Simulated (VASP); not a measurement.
Wanted: the native input for a VASP 6.6.1 run.

| Property | Result |
| --- | --- |
| Task | single point |
| Functional | PBE |
| Potentials or basis | VASP PAW PBE potentials, release 64 (In_d, H) |
| Cutoff | 520 eV |
| k mesh | 8 × 8 × 8 |
| Occupations | gaussian, width 0.1 eV |
| Spin | no spin polarisation |
| Dipole correction | no |
| Further INCAR settings | ALGO = Normal; EDIFF = 1e-07; NBANDS = 36 |

The structure of In4H3 lies in POSCAR:

```
In4H3
1.0
    5.1142607399      0.0000000000      0.0000000000
    0.0000000000      5.1142607399      0.0000000000
    0.0000000000      0.0000000000      5.1142607399
In H
4 3
Direct
    0.7287849731      0.2712150269      0.2712150269
    0.2712150269      0.7287849731      0.2712150269
    0.2712150269      0.2712150269      0.7287849731
    0.7287849731      0.7287849731      0.7287849731
    0.0000000000      0.0000000000      0.5000000000
    0.5000000000      0.0000000000      0.0000000000
    0.0000000000      0.5000000000      0.0000000000
```

The cell was generated, and may not be a known phase.

One way to write it, as run:

INCAR

```
SYSTEM = In4H3
PREC = Accurate ; ENCUT = 520
EDIFF = 1E-7 ; ISMEAR = 0
SIGMA = 0.1 ; LREAL = .False.
LASPH = .True. ; NELM = 80
ALGO = Normal ; ISIF = 2
LWAVE = .False. ; LCHARG = .False.
GGA = PE ; NBANDS = 36
```

KPOINTS

```
regular mesh
0
Gamma
  8 8 8
  0 0 0
```

Potentials or basis: VASP PAW PBE potentials, release 64 (In_d, H).

Run with:

```bash
$ cat potpaw_PBE.64/In_d/POTCAR potpaw_PBE.64/H/POTCAR > POTCAR
$ mpirun -np 1 vasp_std > vasp.out
```

It gave:

```json
{"Pressure": "-0.1 GPa", "Band gap on the k mesh": "zero (an odd number of electrons rules out a gap without spin polarisation)"}
```

Caveat: spin-orbit coupling is left out, which moves the levels of the heavy elements.

Run time: 100 s on 1 thread of AMD EPYC 9R45 96-Core Processor (Zen 5), on a shared host, peak memory 0.28 GiB.
